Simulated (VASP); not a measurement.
# Pb (Im-3m) in VASP: further runs

Pb is run at these levels: PBEsol; tasks: relaxation of cell and atoms.

All numbers are computed with VASP 6.6.1; they aren't measurements. Logs are shortened: lines on timing, memory, paths and dates and some standing lists are left out, and cuts for length are marked.

### 1 The cell of the first run

Symmetry: Im-3m, No. 229, cubic system. Conventional cell: a = 3.959 Å, b = 3.959 Å, c = 3.959 Å, α = 90.00°, β = 90.00°, γ = 90.00°. Pb (site symmetry m-3m) has 14 Pb at 3.43 to 3.96 Å within 4.5 Å.

### 2 Relaxation of cell and atoms, PBEsol

The input, INCAR:

```
ALGO     = Normal         # electronic algorithm
EDIFF    = 1E-7           # SCF threshold, eV
EDIFFG   = -0.02          # ionic threshold
ENCUT    = 500            # plane-wave cutoff, eV
GGA      = PS             # functional
GGA_COMPAT= F            
IBRION   = 2              # ionic algorithm
ISIF     = 3              # what is computed and relaxed
ISMEAR   = 0              # smearing method
LASPH    = T              # aspherical terms in the spheres
LCHARG   = F              # write CHGCAR
LREAL    = F              # projectors in reciprocal space
LWAVE    = F              # write WAVECAR
NELM     = 120            # most SCF steps
NELMIN   = 4            
NSW      = 50             # ionic steps
PREC     = Accurate       # precision mode
SIGMA    = 0.1            # smearing width, eV
```

The input, KPOINTS:

```
k-points
0
Gamma
  15 15 15
```

The input, POSCAR:

```
Pb
1.0
   -1.9796600000      1.9796600000      1.9796600000
    1.9796600000     -1.9796600000      1.9796600000
    1.9796600000      1.9796600000     -1.9796600000
Pb
1
Direct
    0.0000000000      0.0000000000      0.0000000000
```

Potentials or basis: VASP PAW PBE potentials, release 64 (Pb_d).

Started as:

```bash
> cat potpaw_PBE.64/Pb_d/POTCAR > POTCAR
> mpirun -np 1 vasp_std > vasp.out
```

OUTCAR:

```text
EDIFF = 1E-7
   EDIFFG = -0.02
   ENCUT = 500
   GGA = PS
   IBRION = 2
   ISIF = 3
   ISMEAR = 0
   LASPH = T
   LREAL = F
   NELM = 120
   NELMIN = 4
   NSW = 50
   PREC = Accurate

 ion  position               nearest neighbor table
   1  0.000  0.000  0.000-

  LATTYP: Found a body centered cubic cell.
 ALAT       =     3.9593200000

  Lattice vectors:

 A1 = (  -1.9796600000,   1.9796600000,   1.9796600000)
 A2 = (   1.9796600000,  -1.9796600000,   1.9796600000)
 A3 = (   1.9796600000,   1.9796600000,  -1.9796600000)

Analysis of symmetry for initial positions (statically):
=====================================================================
 Subroutine PRICEL returns:
 Original cell was already a primitive cell.

 Routine SETGRP: Setting up the symmetry group for a
 body centered cubic supercell.

 Subroutine GETGRP returns: Found 48 space group operations
[... 9 lines left out ...]

 Routine SETGRP: Setting up the symmetry group for a
 body centered cubic supercell.

 Subroutine GETGRP returns: Found 48 space group operations
[... 11 lines left out ...]
                                     Primitive cell

  volume of cell :      31.0336

  direct lattice vectors                    reciprocal lattice vectors
    -1.979660000  1.979660000  1.979660000     0.000000000  0.252568623  0.252568623
     1.979660000 -1.979660000  1.979660000     0.252568623  0.000000000  0.252568623
     1.979660000  1.979660000 -1.979660000     0.252568623  0.252568623  0.000000000

  length of vectors
     3.428871702  3.428871702  3.428871702     0.357185972  0.357185972  0.357185972

  position of ions in fractional coordinates (direct lattice)
     0.000000000  0.000000000  0.000000000

  ion indices of the primitive-cell ions
   primitive index   ion index
                 1           1

----------------------------------------------------------------------------------------

 KPOINTS: k-points

Automatic generation of k-mesh.
 Grid dimensions read from file:
 generate k-points for:   15   15   15

 Generating k-lattice:

  Cartesian coordinates                     Fractional coordinates (reciprocal lattice)
     0.000000000  0.016837908  0.016837908     0.066666667  0.000000000  0.000000000
     0.016837908  0.000000000  0.016837908     0.000000000  0.066666667  0.000000000
     0.016837908  0.016837908  0.000000000     0.000000000  0.000000000  0.066666667

  Length of vectors
     0.023812398  0.023812398  0.023812398

  Shift w.r.t. Gamma in fractional coordinates (k-lattice)
     0.000000000  0.000000000  0.000000000

 Subroutine IBZKPT returns following result:
 ===========================================

 Found    120 irreducible k-points:

 Following reciprocal coordinates:
            Coordinates               Weight
  0.000000  0.000000  0.000000      1.000000
  0.066667  0.000000  0.000000     12.000000
  0.133333  0.000000  0.000000     12.000000
  0.200000  0.000000  0.000000     12.000000
  0.266667  0.000000  0.000000     12.000000
  0.333333  0.000000  0.000000     12.000000
[... 16 lines left out ...]
  0.333333  0.200000 -0.000000     48.000000
  0.400000  0.200000  0.000000     24.000000
 [... further k-points ...]
   k-points           NKPTS =    120   k-points in BZ     NKDIM =    120   number of bands    NBANDS=     11
   number of dos      NEDOS =    301   number of ions     NIONS =      1
   total plane-waves  NPLWV =  21952
   dimension x,y,z NGX =    28 NGY =   28 NGZ =   28
   dimension x,y,z NGXF=    56 NGYF=   56 NGZF=   56
   ions per type =               1
   NGX,Y,Z   is equivalent  to a cutoff of  13.58, 13.58, 13.58 a.u.
   NGXF,Y,Z  is equivalent  to a cutoff of  27.15, 27.15, 27.15 a.u.
 SYSTEM =  unknown system
   PREC   = accura    normal or accurate (medium, high low for compatibility)
   ISTART =      0    job   : 0-new  1-cont  2-samecut
   ICHARG =      2    charge: 1-file 2-atom 10-const
   ISPIN  =      1    spin polarized calculation?
   LNONCOLLINEAR =      F non collinear calculations
   LSORBIT =      F    spin-orbit coupling
   LASPH  =      T    aspherical Exc in radial PAW
   ENCUT  =  500.0 eV  36.75 Ry    6.06 a.u.   6.25  6.25  6.25*2*pi/ulx,y,z
   NELM   =    120;   NELMIN=  4; NELMDL= -5     # of ELM steps
   EDIFF  = 0.1E-06   stopping-criterion for ELM
   LREAL  =      F    real-space projection
   EDIFFG = -.2E-01   stopping-criterion for IOM
   NSW    =     50    number of steps for IOM
   IBRION =      2    ionic relax: 0-MD 1-quasi-New 2-CG
   NFREE  =      1    steps in history (QN), initial steepest desc. (CG)
   ISIF   =      3    stress and relaxation
   ISYM   =      2    0-nonsym 1-usesym 2-fastsym
   POTIM  = 0.5000    time-step for ionic-motion
   TEBEG  =    0.0;   TEEND  =   0.0 temperature during run
   PSTRESS=    0.0 pullay stress
   NELECT =      14.0000    total number of electrons
   NUPDOWN=      -1.0000    fix difference up-down
   EMIN   =  10.00;   EMAX   =-10.00  energy-range for DOS
   EFERMI =   0.00;   METHOD = LEGACY
   ISMEAR =     0;   SIGMA  =   0.10  broadening in eV -4-tet -1-fermi 0-gaus
   EFERMI_NEDOS =   21; number of points for ismear=-14 and -15
   IALGO  =     38    algorithm
   IMIX   =      4    mixing-type and parameters
     AMIX     =   0.40;   BMIX     =  1.00
     AMIX_MAG =   1.60;   BMIX_MAG =  1.00
  volume/ion in A,a.u.               =      31.03       209.42
  Fermi-wavevector in a.u.,A,eV,Ry     =   1.255568  2.372679 21.448918  1.576451
  Thomas-Fermi vector in A             =   2.389318
   LORBIT       =      0    0 simple, 1 ext, 2 COOP (PROOUT), +10 PAW based schemes
   GGA     = PS    functional components
   LHFCALC =     F    Hartree Fock is set to
   AEXX    =    0.0000 exact exchange contribution
   IVDW    =     0    specifies the selected vdW correction
   LEPSILON=     F    determine dielectric tensor
   LRPA    =     F    only Hartree local field effects (RPA)
 conjugate gradient relaxation of ions
 non-spin polarized calculation
 Gauss-broadening in eV      SIGMA  =   0.10
  energy-cutoff  :      500.00
  volume of cell :       31.03
 maximum number of plane-waves:       802
 NGX is ok and might be reduce to    28
   NGX = 13   NGY = 13   NGZ = 13

--------------------------------------- Ionic step        1  -------------------------------------------

 number of electron      14.0000002 magnetization

 Free energy of the ion-electron system (eV)
  ---------------------------------------------------
  ext. energy  EPLUGINS =         0.00000000
  ---------------------------------------------------
  free energy    TOTEN  =        -3.95244125 eV

  energy without entropy =       -3.94842187  energy(sigma->0) =       -3.95043156

------------------------ aborting loop because EDIFF is reached ----------------------------------------

  FORCE on cell =-STRESS in cart. coord.  units (eV):
  Direction    XX          YY          ZZ          XY          YZ          ZX
  --------------------------------------------------------------------------------------
  -------------------------------------------------------------------------------------
  Total       -0.2974160     -0.2974160     -0.2974160      0.0000000      0.0000000      0.0000000
  in kB      -15.3547608    -15.3547608    -15.3547608      0.0000000      0.0000000      0.0000000
  external PRESSURE =     -15.3547608 kB  Pullay stress =       0.0000000 kB

 VOLUME and BASIS-vectors are now :
 -----------------------------------------------------------------------------
  energy-cutoff  :      500.00
  volume of cell :       31.03
      direct lattice vectors                 reciprocal lattice vectors
    -1.979660000  1.979660000  1.979660000     0.000000000  0.252568623  0.252568623
     1.979660000 -1.979660000  1.979660000     0.252568623  0.000000000  0.252568623
     1.979660000  1.979660000 -1.979660000     0.252568623  0.252568623  0.000000000
[... 36 lines left out ...]
 POSITION                                       TOTAL-FORCE (eV/Angst)
 -----------------------------------------------------------------------------------
      1.95126     -1.95126      1.95126         0.000000     -0.000000      0.000000
 -----------------------------------------------------------------------------------
    total drift:                                0.000000     -0.000000      0.000000

  FREE ENERGIE OF THE ION-ELECTRON SYSTEM (eV)
  ---------------------------------------------------
  free  energy   TOTEN  =        -3.9577896231 eV

  energy  without entropy=       -3.9541608650  energy(sigma->0) =       -3.95597524

--------------------------------------- Ionic step        3  -------------------------------------------

 number of electron      14.0000003 magnetization

 Free energy of the ion-electron system (eV)
  ---------------------------------------------------
  ext. energy  EPLUGINS =         0.00000000
  ---------------------------------------------------
  free energy    TOTEN  =        -3.95797793 eV

  energy without entropy =       -3.95426320  energy(sigma->0) =       -3.95612056

 E-fermi :   7.2020     XC(G=0): -10.4093

 val. band max:        7.1987772081   @ k =  -0.3333   0.4667   0.2000
 cond. band min:       7.2114684787   @ k =  -0.2667   0.3333   0.1333
 fundamental gap:      0.0126912706
 Fermi energy:         7.2019581814

 k-point     1 :       0.0000    0.0000    0.0000
  band No.  band energies     occupation
      1      -9.8034      2.00000
      2      -9.8034      2.00000
      3      -9.8034      2.00000
      4      -9.5512      2.00000
      5      -9.5512      2.00000
      6      -4.6108      2.00000
      7      15.0156      0.00000
      8      15.0156      0.00000
      9      15.0156      0.00000
     10      18.3819      0.00000
     11      18.3819      0.00000

 k-point     2 :       0.0667    0.0000    0.0000
  band No.  band energies     occupation
      1      -9.8072      2.00000
      2      -9.7986      2.00000
      3      -9.7865      2.00000
      4      -9.5555      2.00000
      5      -9.5515      2.00000
      6      -4.5189      2.00000
      7      14.0158      0.00000
      8      14.6911      0.00000
      9      14.8852      0.00000
     10      17.7693      0.00000
     11      18.1535      0.00000
[... 295 lines left out ...]
 k-point    24 :       0.4000    0.2000    0.0000
  band No.  band energies     occupation
      1      -9.8531      2.00000
      2      -9.7352      2.00000
      3      -9.5907      2.00000
      4      -9.5656      2.00000
      5      -9.4597      2.00000
      6      -0.2966      2.00000
      7       3.8700      2.00000
      8       7.4871      0.00006
      9      11.5375      0.00000
     10      16.7737      0.00000
     11      19.8231      0.00000

 [... further k-points ...]
[... 5 lines left out ...]
  --------------------------------------------------------------------------------------
  -------------------------------------------------------------------------------------
  Total       -0.0002036     -0.0002036     -0.0002036     -0.0000000     -0.0000000      0.0000000
  in kB       -0.0109061     -0.0109061     -0.0109061     -0.0000000     -0.0000000      0.0000000
  external PRESSURE =      -0.0109061 kB  Pullay stress =       0.0000000 kB

 VOLUME and BASIS-vectors are now :
 -----------------------------------------------------------------------------
  energy-cutoff  :      500.00
  volume of cell :       29.92
      direct lattice vectors                 reciprocal lattice vectors
    -1.955588932  1.955588932  1.955588932     0.000000000  0.255677454  0.255677454
     1.955588932 -1.955588932  1.955588932     0.255677454  0.000000000  0.255677454
     1.955588932  1.955588932 -1.955588932     0.255677454  0.255677454  0.000000000

 POSITION                                       TOTAL-FORCE (eV/Angst)
 -----------------------------------------------------------------------------------
      0.00000      0.00000     -0.00000         0.000000      0.000000     -0.000000
 -----------------------------------------------------------------------------------
    total drift:                               -0.000000     -0.000000     -0.000000

  FREE ENERGIE OF THE ION-ELECTRON SYSTEM (eV)
  ---------------------------------------------------
  free  energy   TOTEN  =        -3.9579779317 eV

  energy  without entropy=       -3.9542631978  energy(sigma->0) =       -3.95612056

 reached required accuracy - stopping structural energy minimisation
```

Wall time 94 s (1 thread of Intel Xeon 6975P-C, shared host); peak memory 0.19 GiB.

Results:

| Item | Value |
| --- | --- |
| Free energy | -3.9580 eV |
| Relaxed volume | 29.92 Å³/atom |
| Relaxed cell | a = 3.387 Å, b = 3.387 Å, c = 3.387 Å, α = 109.47°, β = 109.47°, γ = 109.47° |
| Space group after relaxing (to 0.05 Å) | Im-3m (No. 229) |
| Energy gained by relaxing | 5.5 meV/atom |
| Ionic steps | 3 |
| Pressure after relaxing | 0.0 GPa |
| Band gap on the k mesh | zero (band 7 reaches 15.02 eV, above the bottom of band 8 at 5.14 eV) |

The path:
```csv
step,energy change (eV),largest force (eV/Å),pressure (GPa),volume (Å³)
1,0.0000,0.0000,-1.54,31.03
2,-0.0053,0.0000,0.31,29.72
3,-0.0055,0.0000,0.00,29.92
```

Final structure:
```
Pb
1.0
    -1.95559    1.95559    1.95559
     1.95559   -1.95559    1.95559
     1.95559    1.95559   -1.95559
Pb
1
Direct
  0.00000 0.00000 0.00000
```

Caveat: the PAW data sets were made with another functional, which shifts forces and pressure a little; spin-orbit coupling is left out, which moves the levels of the heavy elements.

### 3 Relaxation of cell and atoms, PBEsol, target pressure 10 GPa, at which the enthalpy is minimised

The input, INCAR:

```
  PREC = Accurate
  ENCUT = 500
  EDIFF = 1E-7
  ISMEAR = 0
  SIGMA = 0.1
  LREAL = F
  LASPH = T
  NELM = 120
  ALGO = Normal
  ISIF = 3
  LWAVE = F
  LCHARG = F
  GGA = PS
  IBRION = 2
  NSW = 50
  EDIFFG = -0.02
  PSTRESS = 100.0
  GGA_COMPAT = F
  NELMIN = 4
```

The input, KPOINTS:

```
regular mesh
0
Gamma
  15 15 15
```

POSCAR is that of step 2.

Potentials or basis: VASP PAW PBE potentials, release 64 (Pb_d).

Started as:

```bash
> cat potpaw_PBE.64/Pb_d/POTCAR > POTCAR
> mpirun -np 1 vasp_std > vasp.out
```

Wall time 2.4 min (1 thread of Intel Xeon 6975P-C, shared host); peak memory 0.19 GiB.

The run converged. Its results:

```yaml
Free_energy: -3.8476 eV
Relaxed_volume: 25.77 Å³/atom
Relaxed_cell: a = 3.223 Å, b = 3.223 Å, c = 3.223 Å, α = 109.47°, β = 109.47°, γ = 109.47°
Space_group_after_relaxing_to_0.05_Å: Im-3m (No. 229)
Energy_change_on_relaxing_the_enthalpy_is_what_falls: +104.8 meV/atom
Ionic_steps: 4
Pressure_after_relaxing: 9.9 GPa
Band_gap_on_the_k_mesh: zero (band 7 reaches 18.29 eV, above the bottom of band 8 at 6.54 eV)
```

Step by step:
| step | energy change (eV) | largest force (eV/Å) | pressure (GPa) | volume (Å³) |
| --- | --- | --- | --- | --- |
| 1 | 0.0000 | 0.0000 | -1.54 | 31.03 |
| 2 | 0.5393 | 0.0000 | 29.98 | 22.04 |
| 3 | 0.0987 | 0.0000 | 9.56 | 25.87 |
| 4 | 0.1048 | 0.0000 | 9.92 | 25.77 |

Final structure:
```xyz
1
Lattice="-1.8608 1.8608 1.8608 1.8608 -1.8608 1.8608 1.8608 1.8608 -1.8608" Properties=species:S:1:pos:R:3 pbc="T T T"
Pb    1.8608   -1.8608    1.8608
```

Levels at points of the mesh, in eV from the Fermi level:
| k point | band 4 | band 5 | band 6 | band 7 | band 8 | band 9 | band 10 | band 11 |
| --- | --- | --- | --- | --- | --- | --- | --- | --- |
| (0.00, 0.00, 0.00) | -16.85 | -16.85 | -12.98 | 9.23 | 9.23 | 9.23 | 11.32 | 11.32 |

Caveat: the cell is relaxed towards a set pressure, so the enthalpy falls and the energy may rise; the volume moved by over 15 % at a fixed basis, so the end points are rough; the PAW data sets were made with another functional, which shifts forces and pressure a little; spin-orbit coupling is left out, which moves the levels of the heavy elements.
